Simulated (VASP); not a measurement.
# GaP (F-43m) in VASP: a series of runs

GaP is run at these levels: LDA; tasks: relaxation of cell and atoms.

Program: VASP 6.6.1. These are calculated values, not measurements. Logs are shortened: lines on timing, memory, paths and dates and some standing lists are left out, and cuts for length are marked.

## Step 1: The cell of the first run

It takes space group F-43m (No. 216, cubic). Conventional cell: a = 5.391 Å, b = 5.391 Å, c = 5.391 Å, α = 90.00°, β = 90.00°, γ = 90.00°. Ga (site symmetry -43m) has 4 P at 2.33 Å within 3.1 Å. P (site symmetry -43m) has 4 Ga at 2.33 Å within 3.1 Å.

## Step 2: Relaxation of cell and atoms, LDA, target pressure 2 GPa, at which the enthalpy is minimised

File INCAR:

```
ALGO     = Normal         # electronic algorithm
EDIFF    = 1E-6           # SCF threshold, eV
EDIFFG   = -0.002         # ionic threshold
ENCUT    = 600            # plane-wave cutoff, eV
IBRION   = 2              # ionic algorithm
ISIF     = 3              # what is computed and relaxed
ISMEAR   = 0              # smearing method
LASPH    = T              # aspherical terms in the spheres
LCHARG   = F              # write CHGCAR
LREAL    = F              # projectors in reciprocal space
LWAVE    = F              # write WAVECAR
NELM     = 100            # most SCF steps
NSW      = 100            # ionic steps
PREC     = Accurate       # precision mode
PSTRESS  = 20.0         
SIGMA    = 0.01           # smearing width, eV
```

File KPOINTS:

```
k-points
0
Gamma
  8 8 8
```

File POSCAR:

```
GaP
1.0
    2.6956870601      2.6956870601      0.0000000000
   -2.6956870601      2.6956870601      0.0000000000
    0.0000000000      2.6956870601      2.6956870601
Ga P
1 1
Direct
    0.0000000000      0.0000000000      0.0000000000
    0.7500000000      0.2500000000      0.5000000000
```

Potentials or basis: VASP PAW LDA potentials, release 64 (Ga_d, P).

Command:

```
$ cat potpaw_LDA.64/Ga_d/POTCAR potpaw_LDA.64/P/POTCAR > POTCAR
$ mpirun -np 1 vasp_std > vasp.out
```

OUTCAR:

```text
EDIFF = 1E-6
   EDIFFG = -0.002
   ENCUT = 600
   IBRION = 2
   ISIF = 3
   ISMEAR = 0
   LASPH = T
   LREAL = F
   NELM = 100
   NSW = 100
   PREC = Accurate
   PSTRESS = 20.0

 ion  position               nearest neighbor table
   1  0.000  0.000  0.000-   2 2.33   2 2.33   2 2.33   2 2.33
   2  0.750  0.250  0.500-   1 2.33   1 2.33   1 2.33   1 2.33

  LATTYP: Found a face centered cubic cell.
 ALAT       =     5.3913741202

  Lattice vectors:

 A1 = (   0.0000000000,   2.6956870601,   2.6956870601)
 A2 = (   2.6956870601,   0.0000000000,   2.6956870601)
 A3 = (   2.6956870601,   2.6956870601,   0.0000000000)

Analysis of symmetry for initial positions (statically):
=====================================================================
 Subroutine PRICEL returns:
 Original cell was already a primitive cell.

 Routine SETGRP: Setting up the symmetry group for a
 face centered cubic supercell.

 Subroutine GETGRP returns: Found 24 space group operations
 (whereof 24 operations were pure point group operations)
 out of a pool of 48 trial point group operations.

The static configuration has the point symmetry T_d .

Analysis of symmetry for dynamics (positions and initial velocities):
=====================================================================
 Subroutine PRICEL returns:
 Original cell was already a primitive cell.

 Routine SETGRP: Setting up the symmetry group for a
 face centered cubic supercell.

 Subroutine GETGRP returns: Found 24 space group operations
 (whereof 24 operations were pure point group operations)
 out of a pool of 48 trial point group operations.

The dynamic configuration has the point symmetry T_d .

 Subroutine INISYM returns: Found 24 space group operations
 (whereof 24 operations are pure point group operations),
 and found     1 'primitive' translations

----------------------------------------------------------------------------------------

                                     Primitive cell

  volume of cell :      39.1777

  direct lattice vectors                    reciprocal lattice vectors
     2.695687060  2.695687060  0.000000000     0.185481471  0.185481471 -0.185481471
    -2.695687060  2.695687060  0.000000000    -0.185481471  0.185481471 -0.185481471
     0.000000000  2.695687060  2.695687060     0.000000000  0.000000000  0.370962941

  length of vectors
     3.812277200  3.812277200  3.812277200     0.321263331  0.321263331  0.370962941

  position of ions in fractional coordinates (direct lattice)
     0.000000000  0.000000000  0.000000000
     0.750000000  0.250000000  0.500000000

  ion indices of the primitive-cell ions
   primitive index   ion index
                 1           1
                 2           2

----------------------------------------------------------------------------------------

 KPOINTS: k-points

Automatic generation of k-mesh.
 Grid dimensions read from file:
 generate k-points for:    8    8    8

 Generating k-lattice:

  Cartesian coordinates                     Fractional coordinates (reciprocal lattice)
     0.023185184  0.023185184 -0.023185184     0.125000000  0.000000000  0.000000000
    -0.023185184  0.023185184 -0.023185184     0.000000000  0.125000000  0.000000000
     0.000000000  0.000000000  0.046370368     0.000000000  0.000000000  0.125000000

  Length of vectors
     0.040157916  0.040157916  0.046370368

  Shift w.r.t. Gamma in fractional coordinates (k-lattice)
     0.000000000  0.000000000  0.000000000

 Subroutine IBZKPT returns following result:
 ===========================================

 Found     29 irreducible k-points:

 Following reciprocal coordinates:
            Coordinates               Weight
  0.000000  0.000000  0.000000      1.000000
  0.125000  0.000000  0.000000      8.000000
  0.250000  0.000000  0.000000      8.000000
  0.375000  0.000000  0.000000      8.000000
  0.500000  0.000000  0.000000      4.000000
  0.125000  0.125000  0.000000     12.000000
[... 16 lines left out ...]
  0.375000  0.250000  0.125000     48.000000
  0.500000  0.250000  0.125000     24.000000
 [... further k-points ...]
   k-points           NKPTS =     29   k-points in BZ     NKDIM =     29   number of bands    NBANDS=     13
   number of dos      NEDOS =    301   number of ions     NIONS =      2
   total plane-waves  NPLWV =  27000
   dimension x,y,z NGX =    30 NGY =   30 NGZ =   30
   dimension x,y,z NGXF=    60 NGYF=   60 NGZF=   60
   ions per type =               1   1
   NGX,Y,Z   is equivalent  to a cutoff of  13.08, 13.08, 13.08 a.u.
   NGXF,Y,Z  is equivalent  to a cutoff of  26.16, 26.16, 26.16 a.u.
 SYSTEM =  unknown system
   PREC   = accura    normal or accurate (medium, high low for compatibility)
   ISTART =      0    job   : 0-new  1-cont  2-samecut
   ICHARG =      2    charge: 1-file 2-atom 10-const
   ISPIN  =      1    spin polarized calculation?
   LNONCOLLINEAR =      F non collinear calculations
   LSORBIT =      F    spin-orbit coupling
   LASPH  =      T    aspherical Exc in radial PAW
   ENCUT  =  600.0 eV  44.10 Ry    6.64 a.u.   7.61  7.61  7.61*2*pi/ulx,y,z
   NELM   =    100;   NELMIN=  2; NELMDL= -5     # of ELM steps
   EDIFF  = 0.1E-05   stopping-criterion for ELM
   LREAL  =      F    real-space projection
   EDIFFG = -.2E-02   stopping-criterion for IOM
   NSW    =    100    number of steps for IOM
   IBRION =      2    ionic relax: 0-MD 1-quasi-New 2-CG
   NFREE  =      1    steps in history (QN), initial steepest desc. (CG)
   ISIF   =      3    stress and relaxation
   ISYM   =      2    0-nonsym 1-usesym 2-fastsym
   POTIM  = 0.5000    time-step for ionic-motion
   TEBEG  =    0.0;   TEEND  =   0.0 temperature during run
   PSTRESS=   20.0 pullay stress
   NELECT =      18.0000    total number of electrons
   NUPDOWN=      -1.0000    fix difference up-down
   EMIN   =  10.00;   EMAX   =-10.00  energy-range for DOS
   EFERMI =   0.00;   METHOD = LEGACY
   ISMEAR =     0;   SIGMA  =   0.01  broadening in eV -4-tet -1-fermi 0-gaus
   EFERMI_NEDOS =   21; number of points for ismear=-14 and -15
   IALGO  =     38    algorithm
   IMIX   =      4    mixing-type and parameters
     AMIX     =   0.40;   BMIX     =  1.00
     AMIX_MAG =   1.60;   BMIX_MAG =  1.00
  volume/ion in A,a.u.               =      19.59       132.19
  Fermi-wavevector in a.u.,A,eV,Ry     =   1.263241  2.387179 21.711873  1.595778
  Thomas-Fermi vector in A             =   2.396608
   LORBIT       =      0    0 simple, 1 ext, 2 COOP (PROOUT), +10 PAW based schemes
   GGA     = CA    functional components
   LHFCALC =     F    Hartree Fock is set to
   AEXX    =    0.0000 exact exchange contribution
   IVDW    =     0    specifies the selected vdW correction
   LEPSILON=     F    determine dielectric tensor
   LRPA    =     F    only Hartree local field effects (RPA)
 conjugate gradient relaxation of ions
 non-spin polarized calculation
 Gauss-broadening in eV      SIGMA  =   0.01
  energy-cutoff  :      600.00
  volume of cell :       39.18
 maximum number of plane-waves:      1325
   NGX = 15   NGY = 15   NGZ = 15

--------------------------------------- Ionic step        1  -------------------------------------------

 number of electron      17.9999994 magnetization

 Free energy of the ion-electron system (eV)
  ---------------------------------------------------
  ext. energy  EPLUGINS =         0.00000000
  ---------------------------------------------------
  free energy    TOTEN  =       -10.45081577 eV

  energy without entropy =      -10.45081577  energy(sigma->0) =      -10.45081577

------------------------ aborting loop because EDIFF is reached ----------------------------------------

  FORCE on cell =-STRESS in cart. coord.  units (eV):
  Direction    XX          YY          ZZ          XY          YZ          ZX
  --------------------------------------------------------------------------------------
  -------------------------------------------------------------------------------------
  Total        0.0180116      0.0180116      0.0180116     -0.0000000      0.0000000      0.0000000
  in kB        0.7365866      0.7365866      0.7365866     -0.0000000      0.0000000      0.0000000
  external PRESSURE =     -19.2634134 kB  Pullay stress =      20.0000000 kB

 VOLUME and BASIS-vectors are now :
 -----------------------------------------------------------------------------
  energy-cutoff  :      600.00
  volume of cell :       39.18
      direct lattice vectors                 reciprocal lattice vectors
     2.695687060  2.695687060  0.000000000     0.185481471  0.185481471 -0.185481471
    -2.695687060  2.695687060  0.000000000    -0.185481471  0.185481471 -0.185481471
     0.000000000  2.695687060  2.695687060     0.000000000  0.000000000  0.370962941
[... 274 lines left out ...]
  FREE ENERGIE OF THE ION-ELECTRON SYSTEM (eV)
  ---------------------------------------------------
  free  energy   TOTEN  =       -10.4458854215 eV

  energy  without entropy=      -10.4458854215  energy(sigma->0) =      -10.44588542

  enthalpy is  TOTEN    =        -9.9665145644 eV   P V=        0.4793708571

--------------------------------------- Ionic step        9  -------------------------------------------

 number of electron      18.0000004 magnetization

 Free energy of the ion-electron system (eV)
  ---------------------------------------------------
  ext. energy  EPLUGINS =         0.00000000
  ---------------------------------------------------
  free energy    TOTEN  =       -10.44592678 eV

  energy without entropy =      -10.44592678  energy(sigma->0) =      -10.44592678

 E-fermi :   5.1237     XC(G=0): -10.4005

 val. band max:        5.0628709421   @ k =   0.0000   0.0000   0.0000
 cond. band min:       6.4502635936   @ k =   0.5000   0.5000   0.0000
 fundamental gap:      1.3873926515
 Fermi energy:         5.1236577131

 k-point     1 :       0.0000    0.0000    0.0000
  band No.  band energies     occupation
      1      -9.7457      2.00000
      2      -9.7457      2.00000
      3      -9.7457      2.00000
      4      -9.6308      2.00000
      5      -9.6308      2.00000
      6      -7.8547      2.00000
      7       5.0629      2.00000
      8       5.0629      2.00000
      9       5.0629      2.00000
     10       7.1400      0.00000
     11       8.8389      0.00000
     12       8.8389      0.00000
     13       8.8389      0.00000

 k-point     2 :       0.1250    0.0000    0.0000
  band No.  band energies     occupation
      1      -9.7618      2.00000
      2      -9.7403      2.00000
      3      -9.7403      2.00000
      4      -9.6309      2.00000
      5      -9.6309      2.00000
      6      -7.6380      2.00000
      7       3.3807      2.00000
      8       4.8085      2.00000
      9       4.8085      2.00000
     10       7.6441      0.00000
     11       9.2168      0.00000
[... 339 lines left out ...]
 k-point    24 :       0.5000    0.2500    0.1250
  band No.  band energies     occupation
      1      -9.8447      2.00000
      2      -9.7104      2.00000
      3      -9.6957      2.00000
      4      -9.6375      2.00000
      5      -9.6223      2.00000
      6      -5.1505      2.00000
      7      -1.6940      2.00000
      8       1.6254      2.00000
      9       2.9555      2.00000
     10       8.5556      0.00000
     11       9.2015      0.00000
     12      11.5856      0.00000
     13      13.0253      0.00000

 [... further k-points ...]

------------------------ aborting loop because EDIFF is reached ----------------------------------------

  FORCE on cell =-STRESS in cart. coord.  units (eV):
  Direction    XX          YY          ZZ          XY          YZ          ZX
  --------------------------------------------------------------------------------------
  -------------------------------------------------------------------------------------
  Total        0.4812615      0.4812615      0.4812615     -0.0000000     -0.0000000      0.0000000
  in kB       20.0771310     20.0771310     20.0771310     -0.0000000     -0.0000000      0.0000000
  external PRESSURE =       0.0771310 kB  Pullay stress =      20.0000000 kB

 VOLUME and BASIS-vectors are now :
 -----------------------------------------------------------------------------
  energy-cutoff  :      600.00
  volume of cell :       38.41
      direct lattice vectors                 reciprocal lattice vectors
     2.677852613  2.677852613  0.000000000     0.186716774  0.186716774 -0.186716774
    -2.677852613  2.677852613  0.000000000    -0.186716774  0.186716774 -0.186716774
    -0.000000000  2.677852613  2.677852613    -0.000000000 -0.000000000  0.373433547

 POSITION                                       TOTAL-FORCE (eV/Angst)
 -----------------------------------------------------------------------------------
     -0.00000      0.00000      0.00000         0.000000     -0.000000      0.000000
      1.33893      4.01678      1.33893        -0.000000      0.000000      0.000000
 -----------------------------------------------------------------------------------
    total drift:                                0.000000      0.000000     -0.000000

  FREE ENERGIE OF THE ION-ELECTRON SYSTEM (eV)
  ---------------------------------------------------
  free  energy   TOTEN  =       -10.4459267764 eV

  energy  without entropy=      -10.4459267764  energy(sigma->0) =      -10.44592678

  enthalpy is  TOTEN    =        -9.9665142039 eV   P V=        0.4794125724

 reached required accuracy - stopping structural energy minimisation
```

Run time: 54 s. Hardware: 1 thread of Intel Xeon Platinum 8375C at 2.90GHz (Ice Lake), shared host; peak memory 0.16 GiB.

What came out:

```
Free energy                                            : -10.4459 eV
Relaxed volume                                         : 19.20 Å³/atom
Relaxed cell                                           : a = 3.787 Å, b = 3.787 Å, c = 3.787 Å, α = 60.00°, β = 60.00°, γ = 90.00°
Space group after relaxing (to 0.05 Å)                 : F-43m (No. 216)
Energy change on relaxing (the enthalpy is what falls) : +2.4 meV/atom
Ionic steps                                            : 9
Pressure after relaxing                                : 2.0 GPa
Band gap on the k mesh                                 : 1.39 eV, indirect (least direct gap 2.08 eV)
```

The path:
| step | energy change (eV) | largest force (eV/Å) | pressure (GPa) | volume (Å³) |
| --- | --- | --- | --- | --- |
| 1 | 0.0000 | 0.0000 | 0.07 | 39.18 |
| 2 | 0.0141 | 0.0000 | 3.48 | 37.86 |
| 3 | 0.0050 | 0.0000 | 1.95 | 38.40 |
| 4 | 0.0052 | 0.0000 | 2.12 | 38.38 |
| 5 | 0.0044 | 0.0000 | 1.85 | 38.45 |
| 6 | 0.0050 | 0.0000 | 2.04 | 38.40 |
| 7 | 0.0048 | 0.0000 | 1.93 | 38.41 |
| 8 | 0.0049 | 0.0000 | 2.06 | 38.40 |
| 9 | 0.0049 | 0.0000 | 2.01 | 38.41 |

Final structure:
```cif
data_structure
_symmetry_space_group_name_H-M 'P 1'
_symmetry_Int_Tables_number 1
_cell_length_a 3.7871
_cell_length_b 3.7871
_cell_length_c 3.7871
_cell_angle_alpha 60.000
_cell_angle_beta 60.000
_cell_angle_gamma 90.000
_cell_volume 38.41
loop_
_atom_site_label
_atom_site_type_symbol
_atom_site_fract_x
_atom_site_fract_y
_atom_site_fract_z
_atom_site_occupancy
Ga1 Ga 0.00000 0.00000 0.00000 1
P1 P 0.75000 0.25000 0.50000 1
```

Caveat: the cell is relaxed towards a set pressure, so the enthalpy falls and the energy may rise. LDA usually gives volumes a few per cent too small.

[end of part 1 of 2]
